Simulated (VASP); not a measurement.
A run of VASP 6.6.1:

Contents of INCAR:

```
SYSTEM = AgAs2
PREC = Accurate ; ENCUT = 600
EDIFF = 1E-6 ; ISMEAR = 0
SIGMA = 0.1 ; LREAL = .FALSE.
LASPH = .TRUE. ; NELM = 60
ALGO = Normal ; ISIF = 3
LWAVE = .FALSE. ; LCHARG = .FALSE.
GGA = PE ; IBRION = 2
NSW = 100 ; EDIFFG = -0.01
```

KPOINTS

```
regular mesh
0
G
  12 12 16
  0 0 0
```

POSCAR

```
AgAs2
1.0
    4.9944460647      0.0000000000      0.0000000000
   -2.4972230324      4.3253171699      0.0000000000
    0.0000000000      0.0000000000      2.7180445635
Ag As
1 2
Direct
    0.0000000000      0.0000000000      0.0000000000
    0.3333333333      0.6666666667      0.5000000000
    0.6666666667      0.3333333333      0.5000000000
```

Potentials or basis: VASP PAW PBE potentials, release 64 (Ag, As).

Launch:

```sh
$ cat potpaw_PBE.64/Ag/POTCAR potpaw_PBE.64/As/POTCAR > POTCAR
$ mpirun -np 1 vasp_std > vasp.out
```

Hardware: 1 thread of Intel(R) Xeon(R) Platinum 8259CL CPU @ 2.50GHz (Skylake/Cascade Lake), with other jobs on the host.

Question: How long does it take, and how much memory?

Answer: Run time: 8.1 min on 1 thread of Intel(R) Xeon(R) Platinum 8259CL CPU @ 2.50GHz (Skylake/Cascade Lake), on a shared host, peak memory 0.35 GiB. Counts: scf iterations 49, k points 171, ion steps 7.
